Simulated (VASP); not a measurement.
## SrO: single point with r2SCAN

Crystal: SrO.

```
CELL_PARAMETERS angstrom
0.03855 2.56980 2.56980
2.56980 0.03855 2.56980
2.60835 2.60835 0.00000
ATOMIC_POSITIONS crystal
Sr 0.00000 0.00000 0.00000
O 0.50000 0.50000 0.50000
```

This cell differs from its parent crystal: strain +0.0300 x Voigt [0, 0, 0, 0, 0, 1].

```
Program                : VASP 6.6.1
Task                   : single point
Functional             : r2SCAN
Potentials or basis    : VASP PAW PBE potentials, release 64 (Sr_sv, O)
Cutoff                 : 520 eV
k mesh                 : 8 × 8 × 8
Occupations            : gaussian, width 0.05 eV
Spin                   : no spin polarisation
Dipole correction      : no
Further INCAR settings : ALGO = Normal; EDIFF = 1e-06; NBANDS = 15
```

```yaml
Pressure: 1.7 GPa
Band_gap_on_the_k_mesh: 3.70 eV (least direct gap 3.78 eV)
```

Stress tensor (GPa, compression positive):
```
 1.70 -1.66  0.00
-1.66  1.70  0.00
 0.00  0.00  1.64
```

Levels at points of the mesh, in eV from the valence-band top:
| k point | band 5 | band 6 | band 7 | band 8 | band 9 | band 10 | band 11 | band 12 |
| --- | --- | --- | --- | --- | --- | --- | --- | --- |
| (0.00, 0.00, 0.00) | -14.52 | -0.06 | -0.04 | 0.00 | 4.63 | 6.56 | 6.74 | 6.93 |
| (0.50, 0.00, 0.00) | -13.54 | -2.16 | -1.26 | -1.16 | 7.11 | 9.08 | 9.38 | 9.68 |
| (0.50, 0.50, 0.00) | -14.87 | -0.46 | -0.15 | -0.08 | 3.70 | 8.50 | 10.90 | 11.10 |
| (0.00, 0.00, 0.50) | -13.47 | -2.15 | -1.17 | -1.07 | 7.03 | 9.04 | 9.24 | 9.53 |
| (0.50, 0.00, 0.50) | -14.89 | -0.47 | -0.12 | -0.12 | 3.70 | 8.48 | 10.87 | 11.10 |

Run time: 2.3 min on 1 thread of AMD EPYC 9R45 96-Core Processor (Zen 5), on a shared host, peak memory 0.17 GiB.

Caveat: the cell differs from its parent crystal (strain +0.0300 x Voigt [0, 0, 0, 0, 0, 1]); the PAW data sets were made with another functional, which shifts forces and pressure a little. A k mesh can miss the band edges.
